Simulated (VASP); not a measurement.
Runs of VASP 6.6.1 on InP. The structure is that of space group F-43m (No. 216), or close to it. The cells are those of the table. 

| cell | k mesh | smearing | gap on the mesh (eV) | pressure (GPa) |
| --- | --- | --- | --- | --- |
| a = 4.219, b = 4.219, c = 4.174 Å, angles 59.6, 59.6, 90.0°, 2 atoms | 8 × 8 × 8 | gaussian 0.01 eV | (c) | -0.7 |
| a = 4.094, b = 4.094, c = 4.161 Å, angles 60.5, 60.5, 90.0°, 2 atoms | 8 × 8 × 8 | gaussian 0.01 eV | (d) | (a) |
| a = 4.198, b = 4.198, c = 4.181 Å, angles 59.9, 59.9, 90.0°, 2 atoms | 8 × 8 × 8 | gaussian 0.01 eV | 0.96 | -0.6 |
| a = 4.156, b = 4.156, c = 4.178 Å, angles 60.2, 60.2, 90.0°, 2 atoms | 8 × 8 × 8 | gaussian 0.01 eV | 1.04 | (b) |
| a = 4.135, b = 4.135, c = 4.179 Å, angles 60.3, 60.3, 90.0°, 2 atoms | 8 × 8 × 8 | gaussian 0.01 eV | 1.05 | 0.5 |
| a = 4.156, b = 4.156, c = 4.173 Å, angles 60.1, 60.1, 90.0°, 2 atoms | 8 × 8 × 8 | gaussian 0.01 eV | 1.06 | 0.4 |
| a = 4.177 Å, angles 60.0, 60.0, 90.0°, 2 atoms | 8 × 8 × 8 | gaussian 0.01 eV | 1.03 | -0.1 |
| a = 4.177 Å, angles 60.0, 60.0, 90.0°, 2 atoms | 12 × 12 × 12 | fermi-dirac 0.08 eV | 1.03 | -0.1 |
| a = 4.094, b = 4.094, c = 4.181 Å, angles 60.7, 60.7, 90.0°, 2 atoms | 8 × 8 × 8 | gaussian 0.01 eV | 1.06 | 1.2 |
| a = 4.198, b = 4.198, c = 4.175 Å, angles 59.8, 59.8, 90.0°, 2 atoms | 8 × 8 × 8 | gaussian 0.01 eV | 0.97 | -0.4 |

Alike in all rows: task single point; level r2SCAN; potentials or basis VASP PAW PBE potentials, release 64 (In_d, P); no spin polarisation; cutoff (eV) 520.

Q: Fill in the values left out.

A: (a) 1.9; (b) 0.2; (c) 0.91; (d) 1.14.

Caveats: the PAW data sets were made with another functional, which shifts forces and pressure a little; spin-orbit coupling is left out, which moves the levels of the heavy elements.

A k mesh can miss the band edges, and the runs leave out spin-orbit coupling on In.
